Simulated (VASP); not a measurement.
# Ti (P6/mmm) in VASP: notebook

Ti is run at these levels: PBEsol; tasks: single point.

Everything below comes from runs of VASP 6.6.1. Logs are shortened: lines on timing, memory, paths and dates and some standing lists are left out, and cuts for length are marked.

## (1) The cell of the first run

Symmetry: P6/mmm, No. 191, hexagonal system. The conventional cell has a = 4.374 Å, b = 4.374 Å, c = 2.982 Å, α = 90.00°, β = 90.00°, γ = 120.00°. Ti (site symmetry 6/mmm) has 14 Ti at 2.93 to 2.98 Å within 3.9 Å. Ti (site symmetry -6m2) has 11 Ti at 2.53 to 2.98 Å within 3.3 Å.

This isn't the form of Ti at room conditions, which is hcp.

## (2) Single point, PBEsol

Contents of INCAR:

```
SYSTEM = Ti
PREC = Accurate
ENCUT = 520
EDIFF = 1E-6
ISMEAR = 0
SIGMA = 0.15
LREAL = .FALSE.
LASPH = .TRUE.
NELM = 100
ALGO = Fast
ISIF = 2
LWAVE = .FALSE.
LCHARG = .FALSE.
GGA = PS
NBANDS = 25
```

Contents of KPOINTS:

```
Automatic mesh
0
G
  12 12 18
  0 0 0
```

Contents of POSCAR:

```
Ti
1.0
    4.3740937984      0.0000000000      0.0000000000
   -2.1870468992      3.7880763480      0.0000000000
    0.0000000000      0.0000000000      2.9824007724
Ti
3
Direct
    0.0000000000      0.0000000000      0.0000000000
    0.3333333333      0.6666666667      0.5000000000
    0.6666666667      0.3333333333      0.5000000000
```

Potentials or basis: VASP PAW PBE potentials, release 64 (Ti_sv).

The run is started by

```bash
$ cat potpaw_PBE.64/Ti_sv/POTCAR > POTCAR
$ mpirun -np 1 vasp_std > vasp.out
```

OUTCAR:

```text
SYSTEM = Ti
   PREC = Accurate
   ENCUT = 520
   EDIFF = 1E-6
   ISMEAR = 0
   LREAL = .FALSE.
   LASPH = .TRUE.
   NELM = 100
   ISIF = 2
   GGA = PS

 ion  position               nearest neighbor table
   1  0.000  0.000  0.000-
   2  0.333  0.667  0.500-   3 2.53   3 2.53   3 2.53
   3  0.667  0.333  0.500-   2 2.53   2 2.53   2 2.53

  LATTYP: Found a hexagonal cell.
 ALAT       =     4.3740937984
 C/A-ratio  =     0.6818328344

  Lattice vectors:

 A1 = (   4.3740937984,   0.0000000000,   0.0000000000)
 A2 = (  -2.1870468992,   3.7880763480,   0.0000000000)
 A3 = (   0.0000000000,   0.0000000000,   2.9824007724)

Analysis of symmetry for initial positions (statically):
=====================================================================
 Subroutine PRICEL returns:
 Original cell was already a primitive cell.

 Routine SETGRP: Setting up the symmetry group for a
 hexagonal supercell.

 Subroutine GETGRP returns: Found 24 space group operations
 (whereof 24 operations were pure point group operations)
 out of a pool of 24 trial point group operations.

The static configuration has the point symmetry D_6h.

Analysis of symmetry for dynamics (positions and initial velocities):
=====================================================================
 Subroutine PRICEL returns:
 Original cell was already a primitive cell.

 Routine SETGRP: Setting up the symmetry group for a
 hexagonal supercell.

 Subroutine GETGRP returns: Found 24 space group operations
 (whereof 24 operations were pure point group operations)
 out of a pool of 24 trial point group operations.

The dynamic configuration has the point symmetry D_6h.

 Subroutine INISYM returns: Found 24 space group operations
 (whereof 24 operations are pure point group operations),
 and found     1 'primitive' translations

----------------------------------------------------------------------------------------

                                     Primitive cell

  volume of cell :      49.4166

  direct lattice vectors                    reciprocal lattice vectors
     4.374093798  0.000000000  0.000000000     0.228618783  0.131993116  0.000000000
    -2.187046899  3.788076348  0.000000000     0.000000000  0.263986232  0.000000000
     0.000000000  0.000000000  2.982400772     0.000000000  0.000000000  0.335300342

  length of vectors
     4.374093798  4.374093798  2.982400772     0.263986232  0.263986232  0.335300342

  position of ions in fractional coordinates (direct lattice)
     0.000000000  0.000000000  0.000000000
     0.333333333  0.666666667  0.500000000
     0.666666667  0.333333333  0.500000000

  ion indices of the primitive-cell ions
   primitive index   ion index
                 1           1
                 2           2
                 3           3

----------------------------------------------------------------------------------------

 KPOINTS: Automatic mesh

Automatic generation of k-mesh.
 Grid dimensions read from file:
 generate k-points for:   12   12   18

 Generating k-lattice:

  Cartesian coordinates                     Fractional coordinates (reciprocal lattice)
     0.019051565  0.010999426  0.000000000     0.083333333 -0.000000000  0.000000000
     0.000000000  0.021998853  0.000000000     0.000000000  0.083333333  0.000000000
     0.000000000  0.000000000  0.018627797     0.000000000  0.000000000  0.055555556

  Length of vectors
     0.021998853  0.021998853  0.018627797

  Shift w.r.t. Gamma in fractional coordinates (k-lattice)
     0.000000000  0.000000000  0.000000000

 Subroutine IBZKPT returns following result:
 ===========================================

 Found    190 irreducible k-points:

 Following reciprocal coordinates:
            Coordinates               Weight
  0.000000  0.000000  0.000000      1.000000
  0.083333  0.000000  0.000000      6.000000
  0.166667  0.000000  0.000000      6.000000
  0.250000  0.000000  0.000000      6.000000
  0.333333  0.000000  0.000000      6.000000
  0.416667  0.000000  0.000000      6.000000
[... 16 lines left out ...]
  0.250000  0.000000  0.055556     12.000000
  0.333333  0.000000  0.055556     12.000000
 [... further k-points ...]
   k-points           NKPTS =    190   k-points in BZ     NKDIM =    190   number of bands    NBANDS=     25
   number of dos      NEDOS =    301   number of ions     NIONS =      3
   total plane-waves  NPLWV =  31104
   dimension x,y,z NGX =    36 NGY =   36 NGZ =   24
   dimension x,y,z NGXF=    72 NGYF=   72 NGZF=   48
   ions per type =               3
   NGX,Y,Z   is equivalent  to a cutoff of  13.68, 13.68, 13.38 a.u.
   NGXF,Y,Z  is equivalent  to a cutoff of  27.36, 27.36, 26.76 a.u.
 SYSTEM =  Ti
   PREC   = accura    normal or accurate (medium, high low for compatibility)
   ISTART =      0    job   : 0-new  1-cont  2-samecut
   ICHARG =      2    charge: 1-file 2-atom 10-const
   ISPIN  =      1    spin polarized calculation?
   LNONCOLLINEAR =      F non collinear calculations
   LSORBIT =      F    spin-orbit coupling
   LASPH  =      T    aspherical Exc in radial PAW
   ENCUT  =  520.0 eV  38.22 Ry    6.18 a.u.   8.13  8.13  5.55*2*pi/ulx,y,z
   NELM   =    100;   NELMIN=  2; NELMDL= -5     # of ELM steps
   EDIFF  = 0.1E-05   stopping-criterion for ELM
   LREAL  =      F    real-space projection
   EDIFFG = 0.1E-04   stopping-criterion for IOM
   NSW    =      0    number of steps for IOM
   IBRION =     -1    ionic relax: 0-MD 1-quasi-New 2-CG
   NFREE  =      0    steps in history (QN), initial steepest desc. (CG)
   ISIF   =      2    stress and relaxation
   ISYM   =      2    0-nonsym 1-usesym 2-fastsym
   POTIM  = 0.5000    time-step for ionic-motion
   TEBEG  =    0.0;   TEEND  =   0.0 temperature during run
   PSTRESS=    0.0 pullay stress
   NELECT =      36.0000    total number of electrons
   NUPDOWN=      -1.0000    fix difference up-down
   EMIN   =  10.00;   EMAX   =-10.00  energy-range for DOS
   EFERMI =   0.00;   METHOD = LEGACY
   ISMEAR =     0;   SIGMA  =   0.15  broadening in eV -4-tet -1-fermi 0-gaus
   EFERMI_NEDOS =   21; number of points for ismear=-14 and -15
   IALGO  =     68    algorithm
   IMIX   =      4    mixing-type and parameters
     AMIX     =   0.40;   BMIX     =  1.00
     AMIX_MAG =   1.60;   BMIX_MAG =  1.00
  volume/ion in A,a.u.               =      16.47       111.16
  Fermi-wavevector in a.u.,A,eV,Ry     =   1.473052  2.783665 29.523037  2.169882
  Thomas-Fermi vector in A             =   2.587992
   LORBIT       =      0    0 simple, 1 ext, 2 COOP (PROOUT), +10 PAW based schemes
   GGA     = PS    functional components
   LHFCALC =     F    Hartree Fock is set to
   AEXX    =    0.0000 exact exchange contribution
   IVDW    =     0    specifies the selected vdW correction
   LEPSILON=     F    determine dielectric tensor
   LRPA    =     F    only Hartree local field effects (RPA)
 non-spin polarized calculation
 RMM-DIIS sequential band-by-band and
 Gauss-broadening in eV      SIGMA  =   0.15
  energy-cutoff  :      520.00
  volume of cell :       49.42
 maximum number of plane-waves:      1349
 NGX is ok and might be reduce to    36

 number of electron      35.9999983 magnetization

 Free energy of the ion-electron system (eV)
  ---------------------------------------------------
  ext. energy  EPLUGINS =         0.00000000
  ---------------------------------------------------
  free energy    TOTEN  =       -24.90771695 eV

  energy without entropy =      -24.87489001  energy(sigma->0) =      -24.89130348

 E-fermi :   8.7144     XC(G=0): -11.8782

 val. band max:        8.7116252291   @ k =   0.3333   0.1667   0.2222
 cond. band min:       8.7253127288   @ k =   0.4167   0.1667   0.4444
 fundamental gap:      0.0136874997
 Fermi energy:         8.7143522534

 k-point     1 :       0.0000    0.0000    0.0000
  band No.  band energies     occupation
      1     -47.9621      2.00000
      2     -47.6451      2.00000
      3     -47.3754      2.00000
      4     -24.3928      2.00000
      5     -24.3928      2.00000
      6     -24.3258      2.00000
[... 17 lines left out ...]
     24      10.1221      0.00000
     25      10.1224      0.00000

 k-point     2 :       0.0833    0.0000    0.0000
  band No.  band energies     occupation
      1     -47.9607      2.00000
      2     -47.6423      2.00000
      3     -47.3799      2.00000
      4     -24.4352      2.00000
      5     -24.4279      2.00000
      6     -24.2844      2.00000
[... 17 lines left out ...]
     24      10.2016      0.00000
     25      10.4269      0.00000

 k-point     3 :       0.1667    0.0000    0.0000
  band No.  band energies     occupation
      1     -47.9568      2.00000
      2     -47.6337      2.00000
      3     -47.3930      2.00000
      4     -24.4956      2.00000
      5     -24.4591      2.00000
      6     -24.2267      2.00000
[... 17 lines left out ...]
     24      10.4355      0.00000
     25      10.7528      0.00000

 k-point     4 :       0.2500    0.0000    0.0000
  band No.  band energies     occupation
      1     -47.9518      2.00000
      2     -47.6194      2.00000
      3     -47.4132      2.00000
      4     -24.5498      2.00000
      5     -24.4616      2.00000
      6     -24.1764      2.00000
[... 17 lines left out ...]
     24      10.7380      0.00000
     25      11.0888      0.00000
[... 477 lines left out ...]
 k-point    22 :       0.1667    0.0000    0.0556
  band No.  band energies     occupation
      1     -47.9555      2.00000
      2     -47.6332      2.00000
      3     -47.3921      2.00000
      4     -24.4921      2.00000
      5     -24.4564      2.00000
      6     -24.2270      2.00000
[... 17 lines left out ...]
     24      10.4045      0.00000
     25      10.8917      0.00000

 k-point    23 :       0.2500    0.0000    0.0556
  band No.  band energies     occupation
      1     -47.9506      2.00000
      2     -47.6188      2.00000
      3     -47.4123      2.00000
      4     -24.5456      2.00000
      5     -24.4595      2.00000
      6     -24.1777      2.00000
[... 17 lines left out ...]
     24      10.7057      0.00000
     25      11.1897      0.00000

 k-point    24 :       0.3333    0.0000    0.0556
  band No.  band energies     occupation
      1     -47.9459      2.00000
      2     -47.5997      2.00000
      3     -47.4369      2.00000
      4     -24.5873      2.00000
      5     -24.4344      2.00000
      6     -24.1406      2.00000
[... 17 lines left out ...]
     24      11.0378      0.00000
     25      11.0895      0.00000

 [... further k-points ...]

------------------------ aborting loop because EDIFF is reached ----------------------------------------

  FORCE on cell =-STRESS in cart. coord.  units (eV):
  Direction    XX          YY          ZZ          XY          YZ          ZX
  --------------------------------------------------------------------------------------
  -------------------------------------------------------------------------------------
  Total        1.5501607      1.5501607     -3.4391118      0.0000000      0.0000000     -0.0000000
  in kB       50.2590737     50.2590737   -111.5023584      0.0000000      0.0000000     -0.0000000
  external PRESSURE =      -3.6614037 kB  Pullay stress =       0.0000000 kB

 VOLUME and BASIS-vectors are now :
 -----------------------------------------------------------------------------
  energy-cutoff  :      520.00
  volume of cell :       49.42
      direct lattice vectors                 reciprocal lattice vectors
     4.374093798  0.000000000  0.000000000     0.228618783  0.131993116  0.000000000
    -2.187046899  3.788076348  0.000000000     0.000000000  0.263986232  0.000000000
     0.000000000  0.000000000  2.982400772     0.000000000  0.000000000  0.335300342

 POSITION                                       TOTAL-FORCE (eV/Angst)
 -----------------------------------------------------------------------------------
      0.00000      0.00000      0.00000         0.000000      0.000000      0.000000
     -0.00000      2.52538      1.49120        -0.000000      0.000000     -0.000000
      2.18705      1.26269      1.49120         0.000000      0.000000      0.000000
 -----------------------------------------------------------------------------------
    total drift:                                0.000000      0.000000     -0.000000

  FREE ENERGIE OF THE ION-ELECTRON SYSTEM (eV)
  ---------------------------------------------------
  free  energy   TOTEN  =       -24.9077169529 eV

  energy  without entropy=      -24.8748900108  energy(sigma->0) =      -24.89130348
```

It took 5.6 min on 1 thread of Intel Xeon 6975P-C (Granite Rapids), shared host; peak memory 0.3 GiB.

What came out:

- Free energy: -24.9077 eV
- Pressure: -0.4 GPa
- Band gap on the k mesh: zero (bands 18 and 19 overlap by 0.62 eV)

Caveat: the PAW data sets were made with another functional, which shifts forces and pressure a little.

## (3) Single point, PBEsol

This run uses another cell than the first one, of the same volume but with other edges.

Contents of INCAR:

```
SYSTEM = Ti
PREC = Accurate ; ENCUT = 520
EDIFF = 1E-6 ; ISMEAR = 0
SIGMA = 0.15 ; LREAL = .False.
LASPH = .True. ; NELM = 80
ALGO = Fast ; ISIF = 2
LWAVE = .False. ; LCHARG = .False.
GGA = PS ; NBANDS = 25
```

Contents of KPOINTS:

```
Automatic mesh
0
Gamma
  12 12 18
  0 0 0
```

Contents of POSCAR:

```
Ti
1.0
    4.4424500550      0.0000000000      0.0000000000
   -2.2212250275      3.8472746027      0.0000000000
    0.0000000000      0.0000000000      2.8913261166
Ti
3
Direct
    0.0000000000      0.0000000000      0.0000000000
    0.3333333333      0.6666666667      0.5000000000
    0.6666666667      0.3333333333      0.5000000000
```

Potentials or basis: VASP PAW PBE potentials, release 64 (Ti_sv).

The run is started by

```bash
$ cat potpaw_PBE.64/Ti_sv/POTCAR > POTCAR
$ mpirun -np 1 vasp_std > vasp.out
```

Wall time 5.7 min (1 thread of Intel Xeon 6975P-C (Granite Rapids), shared host); peak memory 0.3 GiB.

Results (log left out):

| Property | Result |
| --- | --- |
| Free energy | -25.0292 eV |
| Pressure | -0.4 GPa |
| Band gap on the k mesh | zero (bands 18 and 19 overlap by 0.50 eV) |

Stress tensor (GPa, compression positive):
```
 2.54  0.00  0.00
 0.00  2.54  0.00
 0.00  0.00 -6.38
```

Levels at points of the mesh, in eV from the Fermi level:
```
           k point  band 14  band 15  band 16  band 17  band 18  band 19  band 20  band 21  band 22  band 23
(0.00, 0.00, 0.00)    -2.14    -0.67    -0.67    -0.56    -0.56     0.23     0.96     1.36     1.36     1.57
(0.50, 0.00, 0.00)    -3.52    -2.74    -0.48    -0.33    -0.31     0.13     0.63     0.77     1.47     1.66
(0.00, 0.00, 0.50)    -2.23    -2.23    -2.00    -1.74    -1.74     1.23     1.23     1.25     1.25     3.11
(0.50, 0.00, 0.50)    -2.21    -1.75    -1.26    -0.91    -0.75     0.36     0.73     0.90     1.04     2.32
```

Caveat: the PAW data sets were made with another functional, which shifts forces and pressure a little.
